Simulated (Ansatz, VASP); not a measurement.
Al4N3: VASP beside Ansatz

File INCAR:

```
SYSTEM = Al4N3
ALGO = Normal
EDIFF = 1E-6
EDIFFG = -0.025
ENCUT = 600
GGA = PE
IBRION = 2
ISIF = 3
ISMEAR = 0
LASPH = .True.
LCHARG = .False.
LREAL = .False.
LWAVE = .False.
NELM = 80
NSW = 80
PREC = Accurate
SIGMA = 0.2
```

File KPOINTS:

```
k-points
0
Gamma
  12 12 2
  0 0 0
```

Contents of POSCAR:

```
Al4N3
1.0
    3.1506855380     -0.0115736601     -0.0111301433
   -1.5853658527      2.7142600072      0.0115372624
   -0.0350746577      0.0217318012      9.8757271997
Al N
4 3
Direct
    0.9598248615      1.0146482419      0.4886258459
    0.3719860513      0.7082576108      0.7450225782
    1.0171206427      0.9832417255      0.9903669955
    0.3352900039      0.6383586812      0.2412688775
    0.3168356142      0.6846076848      0.4407604579
    1.0006974469      1.0076204166      0.6905400316
    0.9982453795      0.9632656391      0.1784152135
```

Input for Ansatz:

```yaml
crystal:
  lattice:
    - [3.150685538, -0.0115736601, -0.0111301433]
    - [-1.5853658527, 2.7142600072, 0.0115372624]
    - [-0.0350746577, 0.0217318012, 9.8757271997]
  atoms:
    - { symbol: Al, position: [0.9598248615, 1.0146482419, 0.4886258459] }
    - { symbol: Al, position: [0.3719860513, 0.7082576108, 0.7450225782] }
    - { symbol: Al, position: [1.0171206427, 0.9832417255, 0.9903669955] }
    - { symbol: Al, position: [0.3352900039, 0.6383586812, 0.2412688775] }
    - { symbol: "N", position: [0.3168356142, 0.6846076848, 0.4407604579] }
    - { symbol: "N", position: [1.0006974469, 1.0076204166, 0.6905400316] }
    - { symbol: "N", position: [0.9982453795, 0.9632656391, 0.1784152135] }
basis:
  ecutwfc: 420
kpoints:
  mp_grid: { grid: [12, 12, 2] }
hamiltonian:
  xc: pbe
scf:
  occupations: { method: gaussian, width: 0.2 }
  lower_state_search: "off"
output:
  forces: true
  stress: true
  eigenvalues: true
relax:
  adjacent_minimum: "off"
  f_tol: 0.025
  max_steps: 60
  cell: { stress_tol: 0.25 }
```

Change from the starting cell: cell x1, atoms moved at random (sigma 0.1 Å) and cell strained at random (1.5 %), then relaxed without symmetry.

Alike in both runs: task relaxation of cell and atoms; functional PBE; k mesh 12 × 12 × 2; occupations gaussian, width 0.2 eV; no spin polarisation.

|  | VASP | Ansatz |
| --- | --- | --- |
| version | VASP 6.6.1 | Ansatz 0.2.0 |
| potentials or method | VASP PAW PBE potentials, release 64 (Al, N), cutoff 600 eV | scalar-relativistic, plane waves, PAW |
| valence electrons in the cell | 27 | 27 |

```csv
,VASP,Ansatz,Ansatz less VASP
"gap on the k mesh at the Fermi level, each at its own relaxed structure (eV)",none,none,-
relaxed volume (Å³/atom),11.74,11.77,+0.033
relaxed cell length with the largest relative difference (Å),3.109,3.114,+0.0042
```

A gap of «none» marks a metal or a gap that the smearing closes.
